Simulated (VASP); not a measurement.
# W3O (P4_2mc) in VASP: further runs

The runs below take W3O through single point, with PBEsol.

Everything below comes from runs of VASP 6.6.1. Logs are shortened: lines on timing, memory, paths and dates and some standing lists are left out, and cuts for length are marked.

**1. The cell of the first run**

Symmetry: P4_2mc, No. 105, tetragonal system. The conventional cell has a = 4.831 Å, b = 4.831 Å, c = 4.831 Å, α = 90.00°, β = 90.00°, γ = 90.00°. Within 3.2 Å of W (site symmetry 2mm) lie 10 W at 2.42 to 2.96 Å and 4 O at 2.68 to 2.72 Å. W (site symmetry m) has 10 W at 2.42 to 2.96 Å and 4 O at 2.67 to 2.73 Å within 3.2 Å. Within 3.5 Å of O (site symmetry 2mm) lie 12 W at 2.67 to 2.73 Å.

**2. Single point, PBEsol (all W atoms moved +0.037 Å, as atom 1 along Cartesian [0 1 0])**

Input file INCAR:

```
SYSTEM = W3O
PREC = Accurate
ENCUT = 520
EDIFF = 1E-6
ISMEAR = 0
SIGMA = 0.15
LREAL = .False.
LASPH = .True.
NELM = 80
ALGO = Normal
ISIF = 2
LWAVE = .False.
LCHARG = .False.
GGA = PS
NBANDS = 58
```

Input file KPOINTS:

```
regular mesh
0
Gamma
  8 8 8
  0 0 0
```

Input file POSCAR:

```
W3O
1.0
    4.8313496810      0.0000000000      0.0000000000
    0.0000000000      4.8313496810      0.0000000000
    0.0000000000      0.0000000000      4.8313496810
W O
6 2
Direct
    0.5000000000      0.7577618062      0.0000000000
    0.0000000000      0.5077618062      0.7500000000
    0.2500000000      0.0077618062      0.5000000000
    0.5000000000      0.2577618062      0.0000000000
    0.0000000000      0.5077618062      0.2500000000
    0.7500000000      0.0077618062      0.5000000000
    0.5000000000      0.5000000000      0.5000000000
    0.0000000000      0.0000000000      0.0000000000
```

Potentials or basis: VASP PAW PBE potentials, release 64 (W_sv, O).

On the command line:

```
cat potpaw_PBE.64/W_sv/POTCAR potpaw_PBE.64/O/POTCAR > POTCAR
mpirun -np 1 vasp_std > vasp.out
```

OUTCAR:

```text
SYSTEM = W3O
   PREC = Accurate
   ENCUT = 520
   EDIFF = 1E-6
   ISMEAR = 0
   LREAL = .False.
   LASPH = .True.
   NELM = 80
   ISIF = 2
   GGA = PS

 ion  position               nearest neighbor table
   1  0.500  0.758  0.000-   4 2.42   4 2.42   8 2.68   8 2.68   7 2.72   7 2.72   2 2.96   3 2.96
                             6 2.96   5 2.96   6 2.96   2 2.96   5 2.96   3 2.96
   2  0.000  0.508  0.750-   5 2.42   5 2.42   8 2.67   7 2.70   7 2.70   3 2.96   4 2.96   1 2.96
                             3 2.96   6 2.96   1 2.96   4 2.96   6 2.96
   3  0.250  0.008  0.500-   6 2.42   6 2.42   7 2.67   8 2.70   8 2.70   2 2.96   4 2.96   1 2.96
                             4 2.96   5 2.96   2 2.96   5 2.96   1 2.96
   4  0.500  0.258  0.000-   1 2.42   1 2.42   7 2.68   7 2.68   8 2.72   8 2.72   3 2.96   3 2.96
                             6 2.96   5 2.96   6 2.96   2 2.96   5 2.96   2 2.96
   5  0.000  0.508  0.250-   2 2.42   2 2.42   8 2.67   7 2.70   7 2.70   1 2.96   3 2.96   4 2.96
                             3 2.96   6 2.96   1 2.96   4 2.96   6 2.96
   6  0.750  0.008  0.500-   3 2.42   3 2.42   7 2.67   8 2.70   8 2.70   2 2.96   1 2.96   1 2.96
                             4 2.96   4 2.96   2 2.96   5 2.96   5 2.96
   7  0.500  0.500  0.500-   3 2.67   6 2.67   4 2.68   4 2.68   2 2.70   5 2.70   2 2.70   5 2.70
                             1 2.72   1 2.72
   8  0.000  0.000  0.000-   2 2.67   5 2.67   1 2.68   1 2.68   6 2.70   3 2.70   6 2.70   3 2.70
                             4 2.72   4 2.72

  LATTYP: Found a simple cubic cell.
 ALAT       =     4.8313496810

  Lattice vectors:

 A1 = (   4.8313496810,   0.0000000000,   0.0000000000)
 A2 = (   0.0000000000,   4.8313496810,   0.0000000000)
 A3 = (   0.0000000000,   0.0000000000,   4.8313496810)

Analysis of symmetry for initial positions (statically):
=====================================================================
 Subroutine PRICEL returns:
 Original cell was already a primitive cell.

 Routine SETGRP: Setting up the symmetry group for a
 simple cubic supercell.

 Subroutine GETGRP returns: Found  8 space group operations
 (whereof  4 operations were pure point group operations)
 out of a pool of 48 trial point group operations.

The static configuration has the point symmetry C_2v.
 The point group associated with its full space group is C_4v.

Analysis of symmetry for dynamics (positions and initial velocities):
=====================================================================
 Subroutine PRICEL returns:
 Original cell was already a primitive cell.

 Routine SETGRP: Setting up the symmetry group for a
 simple cubic supercell.

 Subroutine GETGRP returns: Found  8 space group operations
 (whereof  4 operations were pure point group operations)
 out of a pool of 48 trial point group operations.

The dynamic configuration has the point symmetry C_2v.
 The point group associated with its full space group is C_4v.

 Subroutine INISYM returns: Found  8 space group operations
 (whereof  4 operations are pure point group operations),
 and found     1 'primitive' translations

----------------------------------------------------------------------------------------

                                     Primitive cell

  volume of cell :     112.7731

  direct lattice vectors                    reciprocal lattice vectors
     4.831349681  0.000000000  0.000000000     0.206981499  0.000000000  0.000000000
     0.000000000  4.831349681  0.000000000     0.000000000  0.206981499  0.000000000
     0.000000000  0.000000000  4.831349681     0.000000000  0.000000000  0.206981499

  length of vectors
     4.831349681  4.831349681  4.831349681     0.206981499  0.206981499  0.206981499

  position of ions in fractional coordinates (direct lattice)
     0.500000000  0.757761806  0.000000000
     0.000000000  0.507761806  0.750000000
     0.250000000  0.007761806  0.500000000
     0.500000000  0.257761806  0.000000000
     0.000000000  0.507761806  0.250000000
     0.750000000  0.007761806  0.500000000
     0.500000000  0.500000000  0.500000000
     0.000000000  0.000000000  0.000000000

  ion indices of the primitive-cell ions
   primitive index   ion index
                 1           1
                 2           2
                 3           3
                 4           4
                 5           5
                 6           6
                 7           7
                 8           8

----------------------------------------------------------------------------------------

 KPOINTS: regular mesh

Automatic generation of k-mesh.
 Grid dimensions read from file:
 generate k-points for:    8    8    8

 Generating k-lattice:

  Cartesian coordinates                     Fractional coordinates (reciprocal lattice)
     0.025872687  0.000000000  0.000000000     0.125000000  0.000000000  0.000000000
     0.000000000  0.025872687  0.000000000     0.000000000  0.125000000  0.000000000
     0.000000000  0.000000000  0.025872687     0.000000000  0.000000000  0.125000000

  Length of vectors
     0.025872687  0.025872687  0.025872687

  Shift w.r.t. Gamma in fractional coordinates (k-lattice)
     0.000000000  0.000000000  0.000000000

 Subroutine IBZKPT returns following result:
 ===========================================

 Found     75 irreducible k-points:

 Following reciprocal coordinates:
            Coordinates               Weight
  0.000000  0.000000  0.000000      1.000000
  0.125000  0.000000  0.000000      4.000000
  0.000000  0.125000  0.000000      2.000000
  0.250000  0.000000  0.000000      4.000000
  0.000000  0.250000  0.000000      2.000000
  0.375000  0.000000  0.000000      4.000000
[... 16 lines left out ...]
  0.375000  0.250000  0.000000      8.000000
  0.000000  0.375000  0.250000      8.000000
 [... further k-points ...]
   k-points           NKPTS =     75   k-points in BZ     NKDIM =     75   number of bands    NBANDS=     58
   number of dos      NEDOS =    301   number of ions     NIONS =      8
   total plane-waves  NPLWV =  46656
   dimension x,y,z NGX =    36 NGY =   36 NGZ =   36
   dimension x,y,z NGXF=    72 NGYF=   72 NGZF=   72
   ions per type =               6   2
   NGX,Y,Z   is equivalent  to a cutoff of  12.39, 12.39, 12.39 a.u.
   NGXF,Y,Z  is equivalent  to a cutoff of  24.78, 24.78, 24.78 a.u.
 SYSTEM =  W3O
   PREC   = accura    normal or accurate (medium, high low for compatibility)
   ISTART =      0    job   : 0-new  1-cont  2-samecut
   ICHARG =      2    charge: 1-file 2-atom 10-const
   ISPIN  =      1    spin polarized calculation?
   LNONCOLLINEAR =      F non collinear calculations
   LSORBIT =      F    spin-orbit coupling
   LASPH  =      T    aspherical Exc in radial PAW
   ENCUT  =  520.0 eV  38.22 Ry    6.18 a.u.   8.98  8.98  8.98*2*pi/ulx,y,z
   NELM   =     80;   NELMIN=  2; NELMDL= -5     # of ELM steps
   EDIFF  = 0.1E-05   stopping-criterion for ELM
   LREAL  =      F    real-space projection
   EDIFFG = 0.1E-04   stopping-criterion for IOM
   NSW    =      0    number of steps for IOM
   IBRION =     -1    ionic relax: 0-MD 1-quasi-New 2-CG
   NFREE  =      0    steps in history (QN), initial steepest desc. (CG)
   ISIF   =      2    stress and relaxation
   ISYM   =      2    0-nonsym 1-usesym 2-fastsym
   POTIM  = 0.5000    time-step for ionic-motion
   TEBEG  =    0.0;   TEEND  =   0.0 temperature during run
   PSTRESS=    0.0 pullay stress
   NELECT =      96.0000    total number of electrons
   NUPDOWN=      -1.0000    fix difference up-down
   EMIN   =  10.00;   EMAX   =-10.00  energy-range for DOS
   EFERMI =   0.00;   METHOD = LEGACY
   ISMEAR =     0;   SIGMA  =   0.15  broadening in eV -4-tet -1-fermi 0-gaus
   EFERMI_NEDOS =   21; number of points for ismear=-14 and -15
   IALGO  =     38    algorithm
   IMIX   =      4    mixing-type and parameters
     AMIX     =   0.40;   BMIX     =  1.00
     AMIX_MAG =   1.60;   BMIX_MAG =  1.00
  volume/ion in A,a.u.               =      14.10        95.13
  Fermi-wavevector in a.u.,A,eV,Ry     =   1.551542  2.931989 32.753053  2.407281
  Thomas-Fermi vector in A             =   2.656046
   LORBIT       =      0    0 simple, 1 ext, 2 COOP (PROOUT), +10 PAW based schemes
   GGA     = PS    functional components
   LHFCALC =     F    Hartree Fock is set to
   AEXX    =    0.0000 exact exchange contribution
   IVDW    =     0    specifies the selected vdW correction
   LEPSILON=     F    determine dielectric tensor
   LRPA    =     F    only Hartree local field effects (RPA)
 non-spin polarized calculation
 Gauss-broadening in eV      SIGMA  =   0.15
  energy-cutoff  :      520.00
  volume of cell :      112.77
 maximum number of plane-waves:      3060
 NGX is ok and might be reduce to    36
   NGX = 17   NGY = 17   NGZ = 17

 number of electron      95.9999984 magnetization

 Free energy of the ion-electron system (eV)
  ---------------------------------------------------
  ext. energy  EPLUGINS =         0.00000000
  ---------------------------------------------------
  free energy    TOTEN  =       -86.56246482 eV

  energy without entropy =      -86.48586180  energy(sigma->0) =      -86.52416331

 E-fermi :  10.0913     XC(G=0): -13.4048

 val. band max:       10.0781198225   @ k =   0.3750   0.2500   0.0000
 cond. band min:      10.0921955743   @ k =   0.1250   0.0000   0.1250
 fundamental gap:      0.0140757517
 Fermi energy:        10.0912992628

 k-point     1 :       0.0000    0.0000    0.0000
  band No.  band energies     occupation
      1     -64.1030      2.00000
      2     -64.0371      2.00000
      3     -64.0367      2.00000
      4     -63.8011      2.00000
      5     -63.8011      2.00000
      6     -63.8006      2.00000
[... 50 lines left out ...]
     57      13.5791      0.00000
     58      14.1294      0.00000

 k-point     2 :       0.1250    0.0000    0.0000
  band No.  band energies     occupation
      1     -64.0983      2.00000
      2     -64.0387      2.00000
      3     -64.0304      2.00000
      4     -63.8110      2.00000
      5     -63.8012      2.00000
      6     -63.8006      2.00000
[... 50 lines left out ...]
     57      13.3596      0.00000
     58      13.9947      0.00000
[... 1279 lines left out ...]
     57      12.9057      0.00000
     58      12.9108      0.00000

 k-point    24 :       0.0000    0.3750    0.2500
  band No.  band energies     occupation
      1     -64.0642      2.00000
      2     -64.0255      2.00000
      3     -63.9732      2.00000
      4     -63.8803      2.00000
      5     -63.8386      2.00000
      6     -63.8012      2.00000
[... 50 lines left out ...]
     57      12.9066      0.00000
     58      12.9111      0.00000

 [... further k-points ...]
[... 5 lines left out ...]
  --------------------------------------------------------------------------------------
  -------------------------------------------------------------------------------------
  Total        0.7190109      0.7072820      0.7190109      0.0000000      0.0000000      0.0000000
  in kB       10.2150531     10.0484195     10.2150531      0.0000000      0.0000000      0.0000000
  external PRESSURE =      10.1595086 kB  Pullay stress =       0.0000000 kB

 VOLUME and BASIS-vectors are now :
 -----------------------------------------------------------------------------
  energy-cutoff  :      520.00
  volume of cell :      112.77
      direct lattice vectors                 reciprocal lattice vectors
     4.831349681  0.000000000  0.000000000     0.206981499  0.000000000  0.000000000
     0.000000000  4.831349681  0.000000000     0.000000000  0.206981499  0.000000000
     0.000000000  0.000000000  4.831349681     0.000000000  0.000000000  0.206981499

 POSITION                                       TOTAL-FORCE (eV/Angst)
 -----------------------------------------------------------------------------------
      2.41567      3.66101      0.00000         0.000000      0.042852      0.000000
      0.00000      2.45317      3.62351         0.000000      0.059591     -0.003185
      1.20784      0.03750      2.41567        -0.003185      0.059591      0.000000
      2.41567      1.24534      0.00000         0.000000      0.042852      0.000000
      0.00000      2.45317      1.20784         0.000000      0.059591      0.003185
      3.62351      0.03750      2.41567         0.003185      0.059591      0.000000
      2.41567      2.41567      2.41567         0.000000     -0.162035      0.000000
      0.00000      0.00000      0.00000         0.000000     -0.162035      0.000000
 -----------------------------------------------------------------------------------
    total drift:                                0.000000     -0.000307     -0.000003

  FREE ENERGIE OF THE ION-ELECTRON SYSTEM (eV)
  ---------------------------------------------------
  free  energy   TOTEN  =       -86.5624648201 eV

  energy  without entropy=      -86.4858617958  energy(sigma->0) =      -86.52416331
```

Wall time 4.6 min (1 thread of AMD EPYC 9R45 (Zen 5), shared host); peak memory 0.41 GiB.

Results:

* Free energy: -86.5625 eV
* Pressure: 1.0 GPa
* Largest force: 0.162 eV/Å
* Band gap on the k mesh: zero (bands 48 and 49 overlap by 0.95 eV)

Forces in eV/Å, atoms in the order of the input:
```
W    0.000  0.043  0.000
W    0.000  0.060 -0.003
W   -0.003  0.060  0.000
W    0.000  0.043  0.000
W    0.000  0.060  0.003
W    0.003  0.060  0.000
O    0.000 -0.162  0.000
O    0.000 -0.162  0.000
```

Caveat: the cell differs from its parent crystal (all W atoms moved +0.037 Å, as atom 1 along Cartesian [0 1 0]); the PAW data sets were made with another functional, which shifts forces and pressure a little; spin-orbit coupling is left out, which moves the levels of the heavy elements.

[end of part 1 of 2]
